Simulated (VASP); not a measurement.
# Cd3Se (I4/mmm) in VASP: settings compared

Aim: see how the results for Cd3Se move with the level of theory and the settings. Levels: PBEsol+D4, PBEsol, PBEsol+D3(BJ). Tasks: single point, relaxation of cell and atoms.

Program: VASP 6.6.1. These are calculated values, not measurements. Logs are shortened: lines on timing, memory, paths and dates and some standing lists are left out, and cuts for length are marked.

**1. The cell of the first run**

Symmetry: I4/mmm, No. 139, tetragonal system. Conventional cell: a = 3.942 Å, b = 3.942 Å, c = 11.441 Å, α = 90.00°, β = 90.00°, γ = 90.00°. Within 3.7 Å of Cd (site symmetry 4/mmm) lie 4 Se at 2.79 Å and 8 Cd at 3.47 Å. Cd (site symmetry -4m2) has 8 Cd at 2.79 to 3.47 Å and 4 Se at 3.47 Å within 3.7 Å. Within 3.7 Å of Se (site symmetry 4/mmm) lie 12 Cd at 2.79 to 3.47 Å.

**2. Single point, PBEsol+D4**

INCAR

```
PREC = Accurate
ENCUT = 520
EDIFF = 1E-7
ISMEAR = -1
SIGMA = 0.05
LREAL = F
LASPH = T
NELM = 100
ALGO = Normal
ISIF = 2
LWAVE = F
LCHARG = F
GGA = PS
IVDW = 13
NBANDS = 29
```

KPOINTS

```
regular mesh
0
Gamma
  9 9 9
```

POSCAR

```
Cd3Se
1.0
   -1.9711655851      1.9711655851      5.7204747568
    1.9711655851     -1.9711655851      5.7204747568
    1.9711655851      1.9711655851     -5.7204747568
Cd Se
3 1
Direct
    0.5000000000      0.5000000000      0.0000000000
    0.2500000000      0.7500000000      0.5000000000
    0.7500000000      0.2500000000      0.5000000000
    0.0000000000      0.0000000000      0.0000000000
```

Potentials or basis: VASP PAW PBE potentials, release 64 (Cd, Se).

Command:

```bash
$ cat potpaw_PBE.64/Cd/POTCAR potpaw_PBE.64/Se/POTCAR > POTCAR
$ mpirun -np 1 vasp_std > vasp.out
```

OUTCAR:

```text
PREC = Accurate
   ENCUT = 520
   EDIFF = 1E-7
   ISMEAR = -1
   LREAL = F
   LASPH = T
   NELM = 100
   ISIF = 2
   GGA = PS
   IVDW = 13

 ion  position               nearest neighbor table
   1  0.500  0.500  0.000-   4 2.79   4 2.79   4 2.79   4 2.79   3 3.47   2 3.47   3 3.47   3 3.47
                             2 3.47   2 3.47   3 3.47   2 3.47
   2  0.250  0.750  0.500-   3 2.79   3 2.79   3 2.79   3 2.79   1 3.47   1 3.47   1 3.47   1 3.47

   3  0.750  0.250  0.500-   2 2.79   2 2.79   2 2.79   2 2.79   1 3.47   1 3.47   1 3.47   1 3.47

   4  0.000  0.000  0.000-   1 2.79   1 2.79   1 2.79   1 2.79

  LATTYP: Found a body centered tetragonal cell.
 ALAT       =     3.9423311702
 C/A-ratio  =     2.9020772278

  Lattice vectors:

 A1 = (  -1.9711655851,   1.9711655851,   5.7204747568)
 A2 = (   1.9711655851,  -1.9711655851,   5.7204747568)
 A3 = (   1.9711655851,   1.9711655851,  -5.7204747568)

Analysis of symmetry for initial positions (statically):
=====================================================================
 Subroutine PRICEL returns:
 Original cell was already a primitive cell.

 Routine SETGRP: Setting up the symmetry group for a
 body centered tetragonal supercell.

 Subroutine GETGRP returns: Found 16 space group operations
 (whereof 16 operations were pure point group operations)
 out of a pool of 16 trial point group operations.

The static configuration has the point symmetry D_4h.

Analysis of symmetry for dynamics (positions and initial velocities):
=====================================================================
 Subroutine PRICEL returns:
 Original cell was already a primitive cell.

 Routine SETGRP: Setting up the symmetry group for a
 body centered tetragonal supercell.

 Subroutine GETGRP returns: Found 16 space group operations
 (whereof 16 operations were pure point group operations)
 out of a pool of 16 trial point group operations.

The dynamic configuration has the point symmetry D_4h.

 Subroutine INISYM returns: Found 16 space group operations
 (whereof 16 operations are pure point group operations),
 and found     1 'primitive' translations

----------------------------------------------------------------------------------------

                                     Primitive cell

  volume of cell :      88.9075

  direct lattice vectors                    reciprocal lattice vectors
    -1.971165585  1.971165585  5.720474757     0.000000000  0.253657026  0.087405333
     1.971165585 -1.971165585  5.720474757     0.253657026  0.000000000  0.087405333
     1.971165585  1.971165585 -5.720474757     0.253657026  0.253657026  0.000000000

  length of vectors
     6.363553958  6.363553958  6.363553958     0.268293830  0.268293830  0.358725206

  position of ions in fractional coordinates (direct lattice)
     0.500000000  0.500000000  0.000000000
     0.250000000  0.750000000  0.500000000
     0.750000000  0.250000000  0.500000000
     0.000000000  0.000000000  0.000000000

  ion indices of the primitive-cell ions
   primitive index   ion index
                 1           1
                 2           2
                 3           3
                 4           4

----------------------------------------------------------------------------------------

 KPOINTS: regular mesh

Automatic generation of k-mesh.
 Grid dimensions read from file:
 generate k-points for:    9    9    9

 Generating k-lattice:

  Cartesian coordinates                     Fractional coordinates (reciprocal lattice)
     0.000000000  0.028184114  0.009711704     0.111111111  0.000000000 -0.000000000
     0.028184114  0.000000000  0.009711704     0.000000000  0.111111111 -0.000000000
     0.028184114  0.028184114  0.000000000     0.000000000  0.000000000  0.111111111

  Length of vectors
     0.029810426  0.029810426  0.039858356

  Shift w.r.t. Gamma in fractional coordinates (k-lattice)
     0.000000000  0.000000000  0.000000000

 Subroutine IBZKPT returns following result:
 ===========================================

 Found     75 irreducible k-points:

 Following reciprocal coordinates:
            Coordinates               Weight
  0.000000  0.000000  0.000000      1.000000
  0.111111  0.000000 -0.000000      8.000000
  0.222222  0.000000 -0.000000      8.000000
  0.333333  0.000000 -0.000000      8.000000
  0.444444  0.000000 -0.000000      8.000000
  0.111111  0.111111 -0.000000      8.000000
[... 16 lines left out ...]
 -0.333333  0.333333  0.000000      4.000000
  0.444444  0.444444  0.000000      8.000000
 [... further k-points ...]
   k-points           NKPTS =     75   k-points in BZ     NKDIM =     75   number of bands    NBANDS=     29
   number of dos      NEDOS =    301   number of ions     NIONS =      4
   total plane-waves  NPLWV = 110592
   dimension x,y,z NGX =    48 NGY =   48 NGZ =   48
   dimension x,y,z NGXF=    96 NGYF=   96 NGZF=   96
   ions per type =               3   1
   NGX,Y,Z   is equivalent  to a cutoff of  12.54, 12.54, 12.54 a.u.
   NGXF,Y,Z  is equivalent  to a cutoff of  25.08, 25.08, 25.08 a.u.
 SYSTEM =  unknown system
   PREC   = accura    normal or accurate (medium, high low for compatibility)
   ISTART =      0    job   : 0-new  1-cont  2-samecut
   ICHARG =      2    charge: 1-file 2-atom 10-const
   ISPIN  =      1    spin polarized calculation?
   LNONCOLLINEAR =      F non collinear calculations
   LSORBIT =      F    spin-orbit coupling
   LASPH  =      T    aspherical Exc in radial PAW
   ENCUT  =  520.0 eV  38.22 Ry    6.18 a.u.  11.83 11.83 11.83*2*pi/ulx,y,z
   NELM   =    100;   NELMIN=  2; NELMDL= -5     # of ELM steps
   EDIFF  = 0.1E-06   stopping-criterion for ELM
   LREAL  =      F    real-space projection
   EDIFFG = 0.1E-05   stopping-criterion for IOM
   NSW    =      0    number of steps for IOM
   IBRION =     -1    ionic relax: 0-MD 1-quasi-New 2-CG
   NFREE  =      0    steps in history (QN), initial steepest desc. (CG)
   ISIF   =      2    stress and relaxation
   ISYM   =      2    0-nonsym 1-usesym 2-fastsym
   POTIM  = 0.5000    time-step for ionic-motion
   TEBEG  =    0.0;   TEEND  =   0.0 temperature during run
   PSTRESS=    0.0 pullay stress
   NELECT =      42.0000    total number of electrons
   NUPDOWN=      -1.0000    fix difference up-down
   EMIN   =  10.00;   EMAX   =-10.00  energy-range for DOS
   EFERMI =   0.00;   METHOD = LEGACY
   ISMEAR =    -1;   SIGMA  =   0.05  broadening in eV -4-tet -1-fermi 0-gaus
   EFERMI_NEDOS =   21; number of points for ismear=-14 and -15
   IALGO  =     38    algorithm
   IMIX   =      4    mixing-type and parameters
     AMIX     =   0.40;   BMIX     =  1.00
     AMIX_MAG =   1.60;   BMIX_MAG =  1.00
  volume/ion in A,a.u.               =      22.23       149.99
  Fermi-wavevector in a.u.,A,eV,Ry     =   1.275005  2.409410 22.118139  1.625637
  Thomas-Fermi vector in A             =   2.407741
   LORBIT       =      0    0 simple, 1 ext, 2 COOP (PROOUT), +10 PAW based schemes
   GGA     = PS    functional components
   LHFCALC =     F    Hartree Fock is set to
   AEXX    =    0.0000 exact exchange contribution
   IVDW    =    13    specifies the selected vdW correction
   LEPSILON=     F    determine dielectric tensor
   LRPA    =     F    only Hartree local field effects (RPA)
 non-spin polarized calculation
  energy-cutoff  :      520.00
  volume of cell :       88.91
 maximum number of plane-waves:      2430
   NGX = 23   NGY = 23   NGZ = 23

 number of electron      41.9999997 magnetization

 Free energy of the ion-electron system (eV)
  ---------------------------------------------------
  ext. energy  EPLUGINS =         0.00000000
  ---------------------------------------------------
  free energy    TOTEN  =        -7.50593431 eV

  energy without entropy =       -7.49922594  energy(sigma->0) =       -7.50258012

 E-fermi :   2.9188     XC(G=0): -10.7972

 val. band max:        2.9038532741   @ k =   0.1111   0.1111   0.1111
 cond. band min:       2.9215568573   @ k =   0.3333   0.3333   0.1111
 fundamental gap:      0.0177035832
 Fermi energy:         2.9188309804

 k-point     1 :       0.0000    0.0000    0.0000
  band No.  band energies     occupation
      1     -10.6660      2.00000
      2      -6.9938      2.00000
      3      -6.7255      2.00000
      4      -6.5601      2.00000
      5      -6.0430      2.00000
      6      -6.0430      2.00000
[... 21 lines left out ...]
     28      11.7299      0.00000
     29      11.7299      0.00000

 k-point     2 :       0.1111    0.0000   -0.0000
  band No.  band energies     occupation
      1     -10.6024      2.00000
      2      -6.9384      2.00000
      3      -6.6705      2.00000
      4      -6.4988      2.00000
      5      -6.0473      2.00000
      6      -6.0352      2.00000
[... 21 lines left out ...]
     28      11.1784      0.00000
     29      11.2883      0.00000

 k-point     3 :       0.2222    0.0000   -0.0000
  band No.  band energies     occupation
      1     -10.4306      2.00000
      2      -6.7745      2.00000
      3      -6.5136      2.00000
      4      -6.3367      2.00000
      5      -6.0468      2.00000
      6      -6.0259      2.00000
[... 21 lines left out ...]
     28      10.9431      0.00000
     29      11.6728      0.00000

 k-point     4 :       0.3333    0.0000   -0.0000
  band No.  band energies     occupation
      1     -10.2121      2.00000
      2      -6.5106      2.00000
      3      -6.2813      2.00000
      4      -6.1541      2.00000
      5      -6.0561      2.00000
      6      -6.0316      2.00000
[... 597 lines left out ...]
     28      11.2130      0.00000
     29      12.3198      0.00000

 k-point    23 :      -0.3333    0.3333    0.0000
  band No.  band energies     occupation
      1     -10.0966      2.00000
      2      -6.6556      2.00000
      3      -6.2364      2.00000
      4      -6.1554      2.00000
      5      -6.0633      2.00000
      6      -5.9373      2.00000
[... 21 lines left out ...]
     28      10.2322      0.00000
     29      12.2796      0.00000

 k-point    24 :       0.4444    0.4444    0.0000
  band No.  band energies     occupation
      1     -10.0595      2.00000
      2      -6.5957      2.00000
      3      -6.5351      2.00000
      4      -6.3008      2.00000
      5      -6.2449      2.00000
      6      -5.9406      2.00000
[... 21 lines left out ...]
     28      12.2065      0.00000
     29      12.7398      0.00000

 [... further k-points ...]

------------------------ aborting loop because EDIFF is reached ----------------------------------------

  DFT-D4 for vdW energy calculation

  Edisp (eV):   -0.93185

  FORCE on cell =-STRESS in cart. coord.  units (eV):
  Direction    XX          YY          ZZ          XY          YZ          ZX
  --------------------------------------------------------------------------------------
  -------------------------------------------------------------------------------------
  Total       0.30027     0.30027     0.10020     0.00000     0.00000     0.00000
  in kB       5.41106     5.41106     1.80573     0.00000     0.00000     0.00000
  external pressure =        4.21 kB  Pullay stress =        0.00 kB

 VOLUME and BASIS-vectors are now :
 -----------------------------------------------------------------------------
  energy-cutoff  :      520.00
  volume of cell :       88.91
      direct lattice vectors                 reciprocal lattice vectors
    -1.971165585  1.971165585  5.720474757     0.000000000  0.253657026  0.087405333
     1.971165585 -1.971165585  5.720474757     0.253657026  0.000000000  0.087405333
     1.971165585  1.971165585 -5.720474757     0.253657026  0.253657026  0.000000000

 POSITION                                       TOTAL-FORCE (eV/Angst)
 -----------------------------------------------------------------------------------
      0.00000      0.00000      5.72047        -0.000000     -0.000000      0.000000
      1.97117     -0.00000      2.86024         0.000000      0.000000     -0.000000
     -0.00000      1.97117      2.86024         0.000000      0.000000      0.000000
      0.00000      0.00000      0.00000        -0.000000     -0.000000      0.000000
 -----------------------------------------------------------------------------------
    total drift:                                0.000000     -0.000000      0.000000

  FREE ENERGIE OF THE ION-ELECTRON SYSTEM (eV)
  ---------------------------------------------------
  free  energy   TOTEN  =        -8.4377825890 eV

  energy  without entropy=       -8.4310742209  energy(sigma->0) =       -8.43442840
```

Run time: 2.3 min. Hardware: 1 thread of Intel Xeon 6975P-C (Granite Rapids), shared host; peak memory 0.42 GiB.

What came out:

```yaml
Free_energy: -8.4378 eV
Pressure: 0.4 GPa
Band_gap_on_the_k_mesh: zero (bands 21 and 22 overlap by 1.64 eV)
Dispersion_energy_per_atom: -0.233 eV
```

Stress tensor (GPa, compression positive):
```
0.54 0.00 0.00
0.00 0.54 0.00
0.00 0.00 0.18
```

Caveat: the PAW data sets were made with another functional, which shifts forces and pressure a little.

**3. Single point, PBEsol**

This run uses another cell than the first one, of 23.10 Å³/atom.

INCAR

```
SYSTEM = Cd3Se
PREC = Accurate ; ENCUT = 520
EDIFF = 1E-6 ; ISMEAR = -1
SIGMA = 0.05 ; LREAL = .False.
LASPH = .True. ; NELM = 100
ALGO = Normal ; ISIF = 2
LWAVE = .False. ; LCHARG = .False.
GGA = PS ; NBANDS = 29
```

KPOINTS

```
Automatic mesh
0
Gamma
  9 9 9
  0 0 0
```

POSCAR

```
Cd3Se
1.0
   -1.9820728035      1.9820728035      5.8802117239
    1.9820728035     -1.9820728035      5.8802117239
    1.9820728035      1.9820728035     -5.8802117239
Cd Se
3 1
Direct
    0.5000000000      0.5000000000      0.0000000000
    0.2500000000      0.7500000000      0.5000000000
    0.7500000000      0.2500000000      0.5000000000
    0.0000000000      0.0000000000      0.0000000000
```

Potentials or basis: VASP PAW PBE potentials, release 64 (Cd, Se).

Command:

```bash
$ cat potpaw_PBE.64/Cd/POTCAR potpaw_PBE.64/Se/POTCAR > POTCAR
$ mpirun -np 1 vasp_std > vasp.out
```

It took 2.1 min on 1 thread of Intel Xeon 6975P-C (Granite Rapids), shared host; peak memory 0.42 GiB.

It converged, with:

- Free energy: -7.5283 eV
- Pressure: 0.4 GPa
- Band gap on the k mesh: zero (bands 21 and 22 overlap by 1.68 eV)

Stress tensor (GPa, compression positive):
```
0.47 0.00 0.00
0.00 0.47 0.00
0.00 0.00 0.12
```

Levels at points of the mesh, in eV from the Fermi level:
```tsv
k point	band 17	band 18	band 19	band 20	band 21	band 22	band 23	band 24	band 25	band 26
(0.00, 0.00, 0.00)	-5.84	-4.07	-2.17	-2.17	-0.46	2.45	2.72	2.72	4.73	4.79
```

Caveat: the PAW data sets were made with another functional, which shifts forces and pressure a little.

**4. Single point, PBEsol+D3(BJ)**

This run uses another cell than the first one, of 25.36 Å³/atom.

INCAR

```
  PREC = Accurate
  ENCUT = 520
  EDIFF = 1E-7
  ISMEAR = -1
  SIGMA = 0.05
  LREAL = F
  LASPH = T
  NELM = 100
  ALGO = Normal
  ISIF = 2
  LWAVE = F
  LCHARG = F
  GGA = PS
  IVDW = 12
  NBANDS = 29
```

KPOINTS

```
Automatic mesh
0
Gamma
  9 9 9
```

POSCAR

```
Cd3Se
1.0
   -2.0409530000      2.0409530000      6.0870800000
    2.0409530000     -2.0409530000      6.0870800000
    2.0409530000      2.0409530000     -6.0870800000
Cd Se
3 1
Direct
    0.5000000000      0.5000000000      0.0000000000
    0.2500000000      0.7500000000      0.5000000000
    0.7500000000      0.2500000000      0.5000000000
    0.0000000000      0.0000000000      0.0000000000
```

Command:

```bash
$ cat potpaw_PBE.64/Cd/POTCAR potpaw_PBE.64/Se/POTCAR > POTCAR
$ mpirun -np 1 vasp_std > vasp.out
```

Run time: 3.2 min. Hardware: 1 thread of Intel Xeon 6975P-C (Granite Rapids), shared host; peak memory 0.46 GiB.

The run converged. Its results:

| Item | Value |
| --- | --- |
| Free energy | -8.7748 eV |
| Pressure | -5.7 GPa |
| Band gap on the k mesh | zero (bands 21 and 22 overlap by 1.61 eV) |
| Dispersion energy per atom | -0.336 eV |

Stress tensor (GPa, compression positive):
```
-6.47  0.00  0.00
 0.00 -6.47  0.00
 0.00  0.00 -4.10
```

Levels at points of the mesh, in eV from the Fermi level:
| k point | band 18 | band 19 | band 20 | band 21 | band 22 | band 23 | band 24 | band 25 |
| --- | --- | --- | --- | --- | --- | --- | --- | --- |
| (0.00, 0.00, 0.00) | -3.52 | -1.90 | -1.90 | -0.60 | 2.37 | 2.72 | 2.72 | 4.31 |

Caveat: three body term missing; the cell stands under tension; the PAW data sets were made with another functional, which shifts forces and pressure a little.

[end of part 1 of 2]
